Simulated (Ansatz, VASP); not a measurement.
C: VASP beside Ansatz

```xyz
1
Lattice="15.0000 0.0000 0.0000 0.0000 15.5000 0.0000 0.0000 0.0000 16.0000" Properties=species:S:1:pos:R:3 pbc="T T T"
C     7.5000    7.7500    8.0000
```

Alike in both runs: task single point; functional PBEsol; k mesh 1 × 1 × 1; occupations gaussian, width 0.005 eV; collinear spin.

|  | VASP | Ansatz |
| --- | --- | --- |
| version | VASP 6.6.1 | Ansatz 0.2.0 |
| potentials or method | VASP PAW PBE potentials, release 64 (C), cutoff 520 eV | scalar-relativistic, plane waves, PAW |
| valence electrons in the cell | 4 | 4 |

Ansatz gave:

| Quantity | Value |
| --- | --- |
| gap on the k mesh at the Fermi level (eV) | 0.36 |
| net moment per atom (μB) | 2.00 |
| size of the moment on the site where the two differ most (μB) | 2.00 |

**Question.** Estimate VASP's values.

**Answer.** gap on the k mesh at the Fermi level (eV): 2.25; net moment per atom (μB): 2.00; size of the moment on the site where the two differ most (μB): 0.98.

VASP's potentials were made for PBE, not for PBEsol. Site moments also hang on the region over which each program counts them. Ansatz's warnings: negative dielectric reading.
